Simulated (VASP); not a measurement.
# KGe5 (I-4m2) in VASP: a series of runs

KGe5 is run at these levels: PBE; tasks: single point, relaxation of cell and atoms.

All numbers are computed with VASP 6.6.1; they aren't measurements. Logs are shortened: lines on timing, memory, paths and dates and some standing lists are left out, and cuts for length are marked.

**1. The cell of the first run**

Symmetry: I-4m2, No. 119, tetragonal system. Conventional cell: a = 5.959 Å, b = 5.959 Å, c = 10.702 Å, α = 90.00°, β = 90.00°, γ = 90.00°. K (site symmetry -4m2) has 16 Ge at 3.37 to 4.21 Å within 4.4 Å. Ge (site symmetry -4m2) has 4 Ge at 2.58 Å within 3.4 Å. Within 3.4 Å of Ge (site symmetry m) lie 5 Ge at 2.56 to 3.40 Å and 1 K at 3.37 Å.

The cell was generated, and may not be a known phase.

**2. Single point, PBE**

INCAR reads:

```
SYSTEM = KGe5
PREC = Accurate ; ENCUT = 520
EDIFF = 1E-7 ; ISMEAR = 0
SIGMA = 0.1 ; LREAL = .FALSE.
LASPH = .TRUE. ; NELM = 80
ALGO = Normal ; ISIF = 2
LWAVE = .FALSE. ; LCHARG = .FALSE.
GGA = PE ; NBANDS = 48
```

KPOINTS reads:

```
regular mesh
0
G
  4 4 4
  0 0 0
```

POSCAR reads:

```
KGe5
1.0
   -2.9797458240      2.9797458240      5.3508288146
    2.9797458240     -2.9797458240      5.3508288146
    2.9797458240      2.9797458240     -5.3508288146
K Ge
1 5
Direct
    0.5000000000      0.5000000000      0.0000000000
    0.0000000000      0.0000000000      0.0000000000
    1.0063977009      0.7913080545      0.2150896464
    0.2086919455      0.4237815919      0.2150896464
    0.2086919455     -0.0063977009      0.7849103536
    0.5762184081      0.7913080545      0.7849103536
```

Potentials or basis: VASP PAW PBE potentials, release 64 (K_sv, Ge_d).

On the command line:

```
$ cat potpaw_PBE.64/K_sv/POTCAR potpaw_PBE.64/Ge_d/POTCAR > POTCAR
$ mpirun -np 1 vasp_std > vasp.out
```

OUTCAR:

```text
SYSTEM = KGe5
   PREC = Accurate
   ENCUT = 520
   EDIFF = 1E-7
   ISMEAR = 0
   LREAL = .FALSE.
   LASPH = .TRUE.
   NELM = 80
   ISIF = 2
   GGA = PE

 ion  position               nearest neighbor table
   1  0.500  0.500  0.000-
   2  0.000  0.000  0.000-   3 2.58   4 2.58   5 2.58   6 2.58
   3  0.006  0.791  0.215-   5 2.56   4 2.56   6 2.56   2 2.58
   4  0.209  0.424  0.215-   6 2.56   3 2.56   5 2.56   2 2.58
   5  0.209  0.994  0.785-   3 2.56   6 2.56   4 2.56   2 2.58
   6  0.576  0.791  0.785-   4 2.56   5 2.56   3 2.56   2 2.58

  LATTYP: Found a body centered tetragonal cell.
 ALAT       =     5.9594916480
 C/A-ratio  =     1.7957333043

  Lattice vectors:

 A1 = (  -2.9797458240,   2.9797458240,   5.3508288146)
 A2 = (   2.9797458240,  -2.9797458240,   5.3508288146)
 A3 = (   2.9797458240,   2.9797458240,  -5.3508288146)

Analysis of symmetry for initial positions (statically):
=====================================================================
 Subroutine PRICEL returns:
 Original cell was already a primitive cell.

 Routine SETGRP: Setting up the symmetry group for a
 body centered tetragonal supercell.

 Subroutine GETGRP returns: Found  8 space group operations
 (whereof  8 operations were pure point group operations)
 out of a pool of 16 trial point group operations.

The static configuration has the point symmetry D_2d.

Analysis of symmetry for dynamics (positions and initial velocities):
=====================================================================
 Subroutine PRICEL returns:
 Original cell was already a primitive cell.

 Routine SETGRP: Setting up the symmetry group for a
 body centered tetragonal supercell.

 Subroutine GETGRP returns: Found  8 space group operations
 (whereof  8 operations were pure point group operations)
 out of a pool of 16 trial point group operations.

The dynamic configuration has the point symmetry D_2d.

 Subroutine INISYM returns: Found  8 space group operations
 (whereof  8 operations are pure point group operations),
 and found     1 'primitive' translations

----------------------------------------------------------------------------------------

                                     Primitive cell

  volume of cell :     190.0376

[... 83 lines left out ...]
   NELM   =     80;   NELMIN=  2; NELMDL= -5     # of ELM steps
   EDIFF  = 0.1E-06   stopping-criterion for ELM
   LREAL  =      F    real-space projection
   EDIFFG = 0.1E-05   stopping-criterion for IOM
   NSW    =      0    number of steps for IOM
   IBRION =     -1    ionic relax: 0-MD 1-quasi-New 2-CG
   NFREE  =      0    steps in history (QN), initial steepest desc. (CG)
   ISIF   =      2    stress and relaxation
   ISYM   =      2    0-nonsym 1-usesym 2-fastsym
   POTIM  = 0.5000    time-step for ionic-motion
   TEBEG  =    0.0;   TEEND  =   0.0 temperature during run
   PSTRESS=    0.0 pullay stress
   NELECT =      79.0000    total number of electrons
   NUPDOWN=      -1.0000    fix difference up-down
   EMIN   =  10.00;   EMAX   =-10.00  energy-range for DOS
   EFERMI =   0.00;   METHOD = LEGACY
   ISMEAR =     0;   SIGMA  =   0.10  broadening in eV -4-tet -1-fermi 0-gaus
   EFERMI_NEDOS =   21; number of points for ismear=-14 and -15
   IALGO  =     38    algorithm
   IMIX   =      4    mixing-type and parameters
     AMIX     =   0.40;   BMIX     =  1.00
     AMIX_MAG =   1.60;   BMIX_MAG =  1.00
  volume/ion in A,a.u.               =      31.67       213.74
  Fermi-wavevector in a.u.,A,eV,Ry     =   1.221811  2.308888 20.311078  1.492822
  Thomas-Fermi vector in A             =   2.356980
   LORBIT       =      0    0 simple, 1 ext, 2 COOP (PROOUT), +10 PAW based schemes
   GGA     = PE    functional components
   LHFCALC =     F    Hartree Fock is set to
   AEXX    =    0.0000 exact exchange contribution
   IVDW    =     0    specifies the selected vdW correction
   LEPSILON=     F    determine dielectric tensor
   LRPA    =     F    only Hartree local field effects (RPA)
 non-spin polarized calculation
 Gauss-broadening in eV      SIGMA  =   0.10
  energy-cutoff  :      520.00
  volume of cell :      190.04
 maximum number of plane-waves:      5138
 NGX is ok and might be reduce to    54
   NGX = 25   NGY = 25   NGZ = 25

 number of electron      79.0000009 magnetization

 Free energy of the ion-electron system (eV)
  ---------------------------------------------------
  ext. energy  EPLUGINS =         0.00000000
  ---------------------------------------------------
  free energy    TOTEN  =       -22.61592229 eV

  energy without entropy =      -22.59991768  energy(sigma->0) =      -22.60791998

 E-fermi :   2.4269     XC(G=0):  -8.1163

 val. band max:        2.3086377991   @ k =   0.5000   0.5000   0.5000
 cond. band min:       2.4667030493   @ k =   0.5000   0.2500  -0.0000
 fundamental gap:      0.1580652502
 Fermi energy:         2.4268641202

 k-point     1 :       0.0000    0.0000    0.0000
  band No.  band energies     occupation
      1     -28.7492      2.00000
      2     -22.4383      2.00000
      3     -22.3668      2.00000
      4     -22.3668      2.00000
      5     -22.3276      2.00000
      6     -22.3275      2.00000
[... 652 lines left out ...]
     47       6.0980      0.00000
     48       6.5381      0.00000

------------------------ aborting loop because EDIFF is reached ----------------------------------------

  FORCE on cell =-STRESS in cart. coord.  units (eV):
  Direction    XX          YY          ZZ          XY          YZ          ZX
  --------------------------------------------------------------------------------------
  -------------------------------------------------------------------------------------
  Total        0.1898169      0.1898169      0.3214919      0.0000000      0.0000000      0.0000000
  in kB        1.6003165      1.6003165      2.7104481      0.0000000      0.0000000      0.0000000
  external PRESSURE =       1.9703604 kB  Pullay stress =       0.0000000 kB

 VOLUME and BASIS-vectors are now :
 -----------------------------------------------------------------------------
  energy-cutoff  :      520.00
  volume of cell :      190.04
      direct lattice vectors                 reciprocal lattice vectors
    -2.979745824  2.979745824  5.350828815     0.000000000  0.167799547  0.093443468
     2.979745824 -2.979745824  5.350828815     0.167799547  0.000000000  0.093443468
     2.979745824  2.979745824 -5.350828815     0.167799547  0.167799547  0.000000000

 POSITION                                       TOTAL-FORCE (eV/Angst)
 -----------------------------------------------------------------------------------
      0.00000      0.00000      5.35083        -0.000000     -0.000000      0.000000
      0.00000      0.00000      0.00000        -0.000000     -0.000000      0.000000
      2.97975     -1.69792      3.11748         0.000000      0.011291      0.038630
      1.28182      0.00000      2.23335         0.011291     -0.000000     -0.038630
      4.67767      0.00000      2.23335        -0.011291     -0.000000     -0.038630
      2.97975      1.69792      3.11748         0.000000     -0.011291      0.038630
 -----------------------------------------------------------------------------------
    total drift:                               -0.000001      0.000001      0.000000

  FREE ENERGIE OF THE ION-ELECTRON SYSTEM (eV)
  ---------------------------------------------------
  free  energy   TOTEN  =       -22.6159222942 eV

  energy  without entropy=      -22.5999176757  energy(sigma->0) =      -22.60791998
```

stdout:

```text
POSCAR found type information on POSCAR K Ge
 POSCAR found :  2 types and       6 ions
 scaLAPACK will be used
 LDA part: xc-table for (Slater+PW92), standard interpolation
 POSCAR, INCAR and KPOINTS ok, starting setup
 FFT: planning ... GRIDC
 FFT: planning ... GRID_SOFT
 FFT: planning ... GRID
 WAVECAR not read
 entering main loop
```

It took 2.5 min on 1 thread of Intel Xeon Platinum 8488C (Sapphire Rapids), shared host; peak memory 0.43 GiB.

Results:

| Item | Value |
| --- | --- |
| Free energy | -22.6159 eV |
| Pressure | 0.2 GPa |
| Largest force | 0.040 eV/Å |
| Band gap on the k mesh | zero (an odd number of electrons rules out a gap without spin polarisation) |

Forces on the atoms (eV/Å):
```
K    0.000  0.000  0.000
Ge   0.000  0.000  0.000
Ge   0.000  0.011  0.039
Ge   0.011  0.000 -0.039
Ge  -0.011  0.000 -0.039
Ge   0.000 -0.011  0.039
```

Stress tensor (GPa, compression positive):
```
0.16 0.00 0.00
0.00 0.16 0.00
0.00 0.00 0.27
```

Levels at points of the mesh, in eV from the Fermi level:
```csv
k point,band 38,band 39,band 40,band 41,band 42,band 43
"(0.00, 0.00, 0.00)",-2.42,-1.32,1.10,1.54,1.86,1.86
"(0.50, 0.00, 0.00)",-1.36,-1.30,-0.21,0.54,1.65,1.83
"(0.50, 0.50, 0.00)",-1.10,-0.83,-0.56,0.38,0.46,1.72
"(0.50, 0.50, 0.50)",-1.16,-1.10,-1.10,-0.12,-0.12,2.95
```

Caveat: an odd number of electrons without spin polarisation forces a metal; a magnetic or distorted state may lie lower.

**3. Single point, PBE**

This run uses another cell than the first one, of 25.94 Å³/atom.

INCAR reads:

```
ALGO     = Normal         # electronic algorithm
EDIFF    = 1E-6           # SCF threshold, eV
ENCUT    = 520            # plane-wave cutoff, eV
GGA      = PE             # functional
ISIF     = 2              # what is computed and relaxed
ISMEAR   = 0              # smearing method
LASPH    = True           # aspherical terms in the spheres
LCHARG   = False          # write CHGCAR
LREAL    = False          # projectors in reciprocal space
LWAVE    = False          # write WAVECAR
NBANDS   = 48             # bands
NELM     = 100            # most SCF steps
PREC     = Accurate       # precision mode
SIGMA    = 0.1            # smearing width, eV
```

KPOINTS reads:

```
k-points
0
Gamma
  4 4 4
```

POSCAR reads:

```
KGe5
1.0
   -2.8471495000      2.8471495000      4.7997514800
    2.8471495000     -2.8471495000      4.7997514800
    2.8471495000      2.8471495000     -4.7997514800
K Ge
1 5
Direct
    0.5000000000      0.5000000000      0.0000000000
    0.0000000000      0.0000000000      0.0000000000
    0.9937702400      0.7877773100      0.2059929300
    0.2122226900      0.4182156200      0.2059929300
    0.2122226900      0.0062297600      0.7940070700
    0.5817843800      0.7877773100      0.7940070700
```

Potentials or basis: VASP PAW PBE potentials, release 64 (K_sv, Ge_d).

On the command line:

```
$ cat potpaw_PBE.64/K_sv/POTCAR potpaw_PBE.64/Ge_d/POTCAR > POTCAR
$ mpirun -np 1 vasp_std > vasp.out
```

It took 77 s on 1 thread of Intel Xeon Platinum 8488C (Sapphire Rapids), shared host; peak memory 0.35 GiB.

It converged, with:

```
Free energy            : -21.2983 eV
Pressure               : 11.5 GPa
Largest force          : 1.577 eV/Å
Band gap on the k mesh : zero (an odd number of electrons rules out a gap without spin polarisation)
```

Forces on the atoms (eV/Å):
```
K    0.000  0.000  0.000
Ge   0.000  0.000  0.000
Ge   0.000  1.561 -0.221
Ge   1.561  0.000  0.221
Ge  -1.561  0.000  0.221
Ge   0.000 -1.561 -0.221
```

Stress tensor (GPa, compression positive):
```
 8.71  0.00  0.00
 0.00  8.71  0.00
 0.00  0.00 17.09
```

Levels at points of the mesh, in eV from the Fermi level:
| k point | band 36 | band 37 | band 38 | band 39 | band 40 | band 41 | band 42 | band 43 | band 44 | band 45 |
| --- | --- | --- | --- | --- | --- | --- | --- | --- | --- | --- |
| (0.00, 0.00, 0.00) | -3.43 | -3.31 | -3.31 | -1.90 | 1.16 | 1.30 | 1.40 | 1.40 | 3.70 | 4.35 |
| (0.50, 0.00, 0.00) | -3.50 | -2.97 | -2.19 | -1.79 | -0.20 | 0.51 | 1.42 | 1.94 | 3.47 | 4.09 |
| (0.50, 0.50, 0.00) | -3.86 | -2.01 | -1.41 | -1.10 | -0.96 | 0.05 | 0.97 | 1.92 | 3.49 | 3.91 |
| (0.50, 0.50, 0.50) | -1.72 | -1.62 | -1.50 | -1.50 | -0.96 | -0.48 | -0.48 | 2.56 | 2.56 | 2.69 |

Caveat: the stress differs along the axes, from 9 to 17 GPa; an odd number of electrons without spin polarisation forces a metal; a magnetic or distorted state may lie lower.

**4. Relaxation of cell and atoms, PBE**

This run uses another cell than the first one, of 25.94 Å³/atom.

INCAR reads:

```
SYSTEM = KGe5
  ALGO = Normal
  EDIFF = 1E-6
  EDIFFG = -0.04
  ENCUT = 600
  GGA = PE
  IBRION = 2
  ISIF = 3
  ISMEAR = 0
  LASPH = .TRUE.
  LCHARG = .FALSE.
  LREAL = .FALSE.
  LWAVE = .FALSE.
  NELM = 80
  NSW = 90
  PREC = Accurate
  SIGMA = 0.1
```

KPOINTS reads:

```
k-points
0
G
  4 4 4
  0 0 0
```

POSCAR is that of step 3.

On the command line:

```
$ cat potpaw_PBE.64/K_sv/POTCAR potpaw_PBE.64/Ge_d/POTCAR > POTCAR
$ mpirun -np 1 vasp_std > vasp.out
```

Wall time 14 min (1 thread of Intel Xeon Platinum 8488C (Sapphire Rapids), shared host); peak memory 0.42 GiB.

It converged, with:

- Free energy: -22.6131 eV
- Relaxed volume: 31.83 Å³/atom
- Relaxed cell: a = 6.812 Å, b = 6.812 Å, c = 6.812 Å, α = 127.93°, β = 127.93°, γ = 76.74°
- Space group after relaxing (to 0.1 Å): I-4m2 (No. 119)
- Energy gained by relaxing: 219.0 meV/atom
- Ionic steps: 10
- Pressure after relaxing: -0.1 GPa
- Largest force after relaxing: 0.011 eV/Å
- Band gap on the k mesh: zero (an odd number of electrons rules out a gap without spin polarisation)

Forces on the atoms (eV/Å):
```
K    0.000  0.000  0.000
Ge   0.000  0.000  0.000
Ge   0.000 -0.010 -0.005
Ge  -0.010  0.000  0.005
Ge   0.010  0.000  0.005
Ge   0.000  0.010 -0.005
```

Stress tensor (GPa, compression positive):
```
-0.16  0.00  0.00
 0.00 -0.16  0.00
 0.00  0.00  0.14
```

Step by step:
```tsv
step	energy change (eV)	largest force (eV/Å)	pressure (GPa)	volume (Å³)
1	0.0000	1.5778	11.54	155.63
2	-1.2231	0.4175	-1.18	201.39
3	-1.2783	0.3472	0.41	190.23
4	-1.2788	0.3548	0.26	191.27
5	-1.2973	0.1988	-0.14	192.99
6	-1.3009	0.1258	-0.37	194.25
7	-1.3083	0.0720	-0.20	192.58
8	-1.3103	0.0708	0.15	190.51
9	-1.3106	0.0592	0.09	191.00
10	-1.3142	0.0107	-0.06	190.97
```

Final structure:
```
CELL_PARAMETERS angstrom
-2.98989 2.98989 5.34064
2.98989 -2.98989 5.34064
2.98989 2.98989 -5.34064
ATOMIC_POSITIONS crystal
K 0.50000 0.50000 0.00000
Ge 0.00000 0.00000 0.00000
Ge 0.00710 0.79160 0.21549
Ge 0.20840 0.42389 0.21549
Ge 0.20840 0.99290 0.78451
Ge 0.57611 0.79160 0.78451
```

Levels at points of the mesh, in eV from the Fermi level:
```tsv
k point	band 37	band 38	band 39	band 40	band 41	band 42	band 43	band 44
(0.00, 0.00, 0.00)	-2.42	-2.42	-1.31	1.09	1.57	1.87	1.87	2.99
(0.50, 0.00, 0.00)	-2.54	-1.33	-1.30	-0.21	0.53	1.67	1.83	3.00
(0.50, 0.50, 0.00)	-1.23	-1.11	-0.84	-0.53	0.40	0.48	1.70	3.50
(0.50, 0.50, 0.50)	-1.21	-1.15	-1.10	-1.10	-0.11	-0.11	2.97	2.97
```

Caveat: the volume moved by over 15 % at a fixed basis, so the end points are rough; an odd number of electrons without spin polarisation forces a metal; a magnetic or distorted state may lie lower.

**5. The runs side by side**

| task | cell | cutoff (eV) | gap on the mesh (eV) | pressure (GPa) | largest force (eV/Å) |
| --- | --- | --- | --- | --- | --- |
| single point | a = 6.811 Å, angles 128.1, 128.1, 76.4°, 6 atoms, atomic positions A | 520 | none | 0.2 | 0.04 |
| single point | a = 6.265 Å, angles 125.9, 125.9, 80.0°, 6 atoms, atomic positions B | 520 | none | 11.5 | 1.58 |
| relaxation of cell and atoms | relaxed from a = 6.265 Å, angles 125.9, 125.9, 80.0°, 6 atoms, atomic positions B | 600 | none | -0.1 | 0.01 |

Alike in all rows: level PBE; potentials or basis VASP PAW PBE potentials, release 64 (K_sv, Ge_d); no spin polarisation; k mesh 4 × 4 × 4; smearing gaussian 0.1 eV.

Caveats: an odd number of electrons without spin polarisation forces a metal; a magnetic or distorted state may lie lower; the stress differs along the axes, from 9 to 17 GPa (at least some runs); the volume moved by over 15 % at a fixed basis, so the end points are rough (at least some runs).

Total energies depend on the potentials used, so only differences within one code and one set of settings carry meaning.

The gap in the log of VASP goes by the Fermi energy; the results here count the filled bands.